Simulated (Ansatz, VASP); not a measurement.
# Na3N2 in VASP and in Ansatz

```
CELL_PARAMETERS angstrom
3.34370 0.00000 0.00000
-1.67185 2.89573 0.00000
0.00000 0.00000 10.34071
ATOMIC_POSITIONS crystal
Na 0.00000 0.00000 0.15461
Na 0.00000 0.00000 0.84539
Na 0.00000 0.00000 0.50000
N 0.33333 0.66667 0.00000
N 0.66667 0.33333 0.00000
```

Alike in both runs: functional PBE; k mesh 15 × 15 × 4; occupations gaussian, width 0.1 eV; no spin polarisation.

Ansatz relaxed the structure, and its values are those at the end. VASP's run is a single point on that final structure, the one shown.

|  | VASP | Ansatz |
| --- | --- | --- |
| version | VASP 6.6.1 | Ansatz 0.2.0 |
| potentials or method | VASP PAW PBE potentials, release 64 (Na_pv, N), cutoff 520 eV | scalar-relativistic, plane waves, PAW |
| valence electrons in the cell | 31 | 37 |

VASP gave:

- gap on the k mesh at the Fermi level (eV): none
- pressure (GPa): 0.0
- rms of the force components (eV/Å): 0.003

Question: Estimate Ansatz's values.

Answer: gap on the k mesh at the Fermi level (eV): none; pressure (GPa): 0.0; rms of the force components (eV/Å): 0.001.

A gap of «none» marks a metal or a gap that the smearing closes. VASP's potentials hold 31 valence electrons a cell and Ansatz's 37, so a difference there can come from the potentials and not from the codes.
